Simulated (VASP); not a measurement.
Input of a VASP 6.6.1 run:

INCAR

```
ALGO = Normal
EDIFF = 1E-6
ENCUT = 600
GGA = PE
GGA_COMPAT = F
ISIF = 2
ISMEAR = 0
LASPH = T
LCHARG = F
LREAL = F
LWAVE = F
NBANDS = 28
NELM = 120
PREC = Accurate
SIGMA = 0.1
```

KPOINTS

```
k-points
0
Gamma
  4 4 4
```

File POSCAR:

```
KMgPd3
1.0
    4.7753799200      0.0000000000      0.0000000000
    0.0000000000      4.7753799200      0.0000000000
    0.0000000000      0.0000000000      4.7753799200
K Mg Pd
1 1 3
Direct
    0.0000000000      0.0000000000      0.0000000000
    0.5000000000      0.5000000000      0.5000000000
    0.0000000000      0.5000000000      0.5000000000
    0.5000000000      0.0000000000      0.5000000000
    0.5000000000      0.5000000000      0.0000000000
```

Potentials or basis: VASP PAW PBE potentials, release 64 (K_sv, Mg, Pd).

The run is started by

```sh
$ cat potpaw_PBE.64/K_sv/POTCAR potpaw_PBE.64/Mg/POTCAR potpaw_PBE.64/Pd/POTCAR > POTCAR
$ mpirun -np 1 vasp_std > vasp.out
```

(1) Predict the pressure.

(2) What does it give for the band gap on the k mesh?

Answers

(1) 3.0 GPa.

(2) zero (an odd number of electrons rules out a gap without spin polarisation).

Caveat: the cell stands under pressure.
